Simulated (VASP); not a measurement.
# C (I4_122) in VASP: further runs, part 2 of 2

VASP 6.6.1. The steps go on from the part before.

**4. Single point, PBE, collinear spin**

This run uses another cell than the first one, of 6.29 Å³/atom.

INCAR reads:

```
SYSTEM = C
PREC = Accurate
ENCUT = 520
EDIFF = 1E-6
ISMEAR = 0
SIGMA = 0.1
LREAL = .FALSE.
LASPH = .TRUE.
NELM = 150
ALGO = Normal
ISIF = 2
LWAVE = .FALSE.
LCHARG = .FALSE.
ISPIN = 2
MAGMOM = 1 1 1 1
LORBIT = 11
GGA = PE
NBANDS = 20
```

KPOINTS reads:

```
regular mesh
0
G
  8 8 8
  0 0 0
```

POSCAR reads:

```
C
1.0
   -1.4573983733      1.4573983733      2.9632540511
    1.4573983733     -1.4573983733      2.9632540511
    1.4573983733      1.4573983733     -2.9632540511
C
4
Direct
    0.3750000000      0.0010115832      0.1260115832
    0.7510115832      0.1250000000      0.1260115832
    0.9989884168      0.6250000000      0.8739884168
    0.8750000000      0.2489884168      0.8739884168
```

Potentials or basis: VASP PAW PBE potentials, release 64 (C).

Command:

```
$ cat potpaw_PBE.64/C/POTCAR > POTCAR
$ mpirun -np 1 vasp_std > vasp.out
```

OUTCAR:

```text
SYSTEM = C
   PREC = Accurate
   ENCUT = 520
   EDIFF = 1E-6
   ISMEAR = 0
   LREAL = .FALSE.
   LASPH = .TRUE.
   NELM = 150
   ISIF = 2
   ISPIN = 2
   LORBIT = 11
   GGA = PE

 ion  position               nearest neighbor table
   1  0.375  0.001  0.126-   3 1.57   2 1.57   4 1.63   4 1.63
   2  0.751  0.125  0.126-   1 1.57   4 1.57   3 1.63   3 1.63
   3  0.999  0.625  0.874-   1 1.57   4 1.57   2 1.63   2 1.63
   4  0.875  0.249  0.874-   2 1.57   3 1.57   1 1.63   1 1.63

  LATTYP: Found a body centered tetragonal cell.
 ALAT       =     2.9147967466
 C/A-ratio  =     2.0332491825

  Lattice vectors:

 A1 = (  -1.4573983733,   1.4573983733,   2.9632540511)
 A2 = (   1.4573983733,  -1.4573983733,   2.9632540511)
 A3 = (   1.4573983733,   1.4573983733,  -2.9632540511)

Analysis of symmetry for initial positions (statically):
=====================================================================
 Subroutine PRICEL returns:
 Original cell was already a primitive cell.

 Routine SETGRP: Setting up the symmetry group for a
 body centered tetragonal supercell.

 Subroutine GETGRP returns: Found  8 space group operations
 (whereof  4 operations were pure point group operations)
 out of a pool of 16 trial point group operations.

The static configuration has the point symmetry D_2 .
 The point group associated with its full space group is D_4 .

Analysis of symmetry for dynamics (positions and initial velocities):
=====================================================================
 Subroutine PRICEL returns:
 Original cell was already a primitive cell.

 Routine SETGRP: Setting up the symmetry group for a
 body centered tetragonal supercell.

 Subroutine GETGRP returns: Found  8 space group operations
 (whereof  4 operations were pure point group operations)
 out of a pool of 16 trial point group operations.

The dynamic configuration has the point symmetry D_2 .
 The point group associated with its full space group is D_4 .
[... 165 lines left out ...]

  energy without entropy =      -29.70492613  energy(sigma->0) =      -29.70564827

 E-fermi :   9.0309     XC(G=0): -12.7861

 val. band max:        8.9976000451   @ k =  -0.3750  -0.3750   0.2500
 cond. band min:       9.0624116293   @ k =  -0.2500  -0.2500   0.2500
 fundamental gap:      0.0648115842
 Fermi energy:         9.0309237152

 spin component 1

 k-point     1 :       0.0000    0.0000    0.0000
  band No.  band energies     occupation
      1     -12.4586      1.00000
      2      -2.7361      1.00000
      3       1.2811      1.00000
      4       1.9324      1.00000
      5       1.9324      1.00000
      6       2.9336      1.00000
[... 541 lines left out ...]
     19      29.8247      0.00000
     20      31.1432      0.00000

 [... further k-points ...]

 spin component 2

 k-point     1 :       0.0000    0.0000    0.0000
  band No.  band energies     occupation
      1     -12.4585      1.00000
      2      -2.7360      1.00000
      3       1.2812      1.00000
      4       1.9325      1.00000
      5       1.9325      1.00000
      6       2.9337      1.00000
[... 541 lines left out ...]
     19      29.8247      0.00000
     20      31.1432      0.00000

 [... further k-points ...]

------------------------ aborting loop because EDIFF is reached ----------------------------------------

  FORCE on cell =-STRESS in cart. coord.  units (eV):
  Direction    XX          YY          ZZ          XY          YZ          ZX
  --------------------------------------------------------------------------------------
  -------------------------------------------------------------------------------------
  Total        0.0689856      0.0689856      0.0968351      0.0000000      0.0000000      0.0000000
  in kB        4.3901928      4.3901928      6.1625119      0.0000000      0.0000000      0.0000000
  external PRESSURE =       4.9809658 kB  Pullay stress =       0.0000000 kB

 VOLUME and BASIS-vectors are now :
 -----------------------------------------------------------------------------
  energy-cutoff  :      520.00
  volume of cell :       25.18
      direct lattice vectors                 reciprocal lattice vectors
    -1.457398373  1.457398373  2.963254051     0.000000000  0.343077095  0.168733423
     1.457398373 -1.457398373  2.963254051     0.343077095  0.000000000  0.168733423
     1.457398373  1.457398373 -2.963254051     0.343077095  0.343077095  0.000000000

 POSITION                                       TOTAL-FORCE (eV/Angst)
 -----------------------------------------------------------------------------------
     -0.36140      0.72870      0.74081         0.003548      0.000000      0.000000
     -0.72870      1.09600      2.22244        -0.000000      0.003548      0.000000
      0.72870      1.81880      2.22244        -0.000000     -0.003548      0.000000
      0.36140      2.18610      0.74081        -0.003548      0.000000      0.000000
 -----------------------------------------------------------------------------------
    total drift:                               -0.000000      0.000000      0.000000

  FREE ENERGIE OF THE ION-ELECTRON SYSTEM (eV)
  ---------------------------------------------------
  free  energy   TOTEN  =       -29.7063704093 eV

  energy  without entropy=      -29.7049261260  energy(sigma->0) =      -29.70564827

 total charge

# of ion       s       p       d       tot
------------------------------------------
    1        0.847   1.592   0.000   2.439
    2        0.847   1.592   0.000   2.439
    3        0.847   1.592   0.000   2.439
    4        0.847   1.592   0.000   2.439
--------------------------------------------------
tot          3.387   6.369   0.000   9.756

 magnetization (x)

# of ion       s       p       d       tot
------------------------------------------
    1        0.000  -0.000   0.000   0.000
    2        0.000  -0.000   0.000   0.000
    3        0.000  -0.000   0.000   0.000
    4        0.000  -0.000   0.000   0.000
--------------------------------------------------
tot          0.000  -0.000   0.000   0.000
```

It took 59 s on 1 thread of Intel Xeon Platinum 8259CL at 2.50GHz (Skylake/Cascade Lake), shared host; peak memory 0.18 GiB.

Results:

```yaml
Free_energy: -29.7064 eV
Pressure: 0.5 GPa
Largest_force: 0.004 eV/Å
Band_gap_on_the_k_mesh: zero (filled and empty bands overlap)
Net_moment: 0.00 μB per cell
Valence_electrons_inside_the_program's_atomic_spheres: C 2.44
```

Forces on the atoms (eV/Å):
```
C    0.004  0.000  0.000
C    0.000  0.004  0.000
C    0.000 -0.004  0.000
C   -0.004  0.000  0.000
```

Stress tensor (GPa, compression positive):
```
0.44 0.00 0.00
0.00 0.44 0.00
0.00 0.00 0.62
```

Levels at points of the mesh, in eV from the Fermi level:
Spin up:
```tsv
k point	band 6	band 7	band 8	band 9	band 10	band 11
(0.00, 0.00, 0.00)	-6.10	-5.57	-1.94	1.44	1.45	1.45
(0.50, 0.00, 0.00)	-4.22	-3.20	-0.92	0.67	3.79	6.42
(0.50, 0.50, 0.00)	-8.93	-4.40	-1.71	2.15	5.39	8.47
(0.50, 0.50, 0.50)	-3.39	-1.83	0.43	0.43	6.22	6.73
```
Spin down:
```
           k point  band 4  band 5  band 6  band 7  band 8  band 9  band 10  band 11  band 12  band 13
(0.00, 0.00, 0.00)   -7.10   -7.10   -6.10   -5.57   -1.94    1.44     1.45     1.45    10.02    10.02
(0.50, 0.00, 0.00)  -10.28   -6.10   -4.22   -3.20   -0.92    0.67     3.79     6.42     8.27     8.95
(0.50, 0.50, 0.00)   -9.52   -8.94   -8.93   -4.40   -1.71    2.15     5.39     8.47    11.02    11.31
(0.50, 0.50, 0.50)   -7.66   -7.66   -3.39   -1.83    0.44    0.44     6.22     6.73     6.73     7.99
```

**5. Summary**

```tsv
spin	cell	gap on the mesh (eV)	pressure (GPa)	moment (μB)	largest force (eV/Å)
off	a = 3.395 Å, angles 131.7, 131.7, 70.7°, 4 atoms, atomic positions A	none	78.2	-	1.98
collinear	a = 3.395 Å, angles 131.7, 131.7, 70.7°, 4 atoms, atomic positions A	none	78.3	0.00	1.98
collinear	a = 3.610 Å, angles 132.4, 132.4, 69.6°, 4 atoms, atomic positions B	none	0.5	0.00	-
```

Alike in all rows: task single point; level PBE; potentials or basis VASP PAW PBE potentials, release 64 (C); k mesh 8 × 8 × 8; cutoff (eV) 520; smearing gaussian 0.1 eV.

Caveats: the cell stands under pressure (at least some runs); forces of over 1 eV/Å act on the atoms, so gaps and moduli don't describe the material at rest (at least some runs).

Total energies depend on the potentials used, so only differences within one code and one set of settings carry meaning.
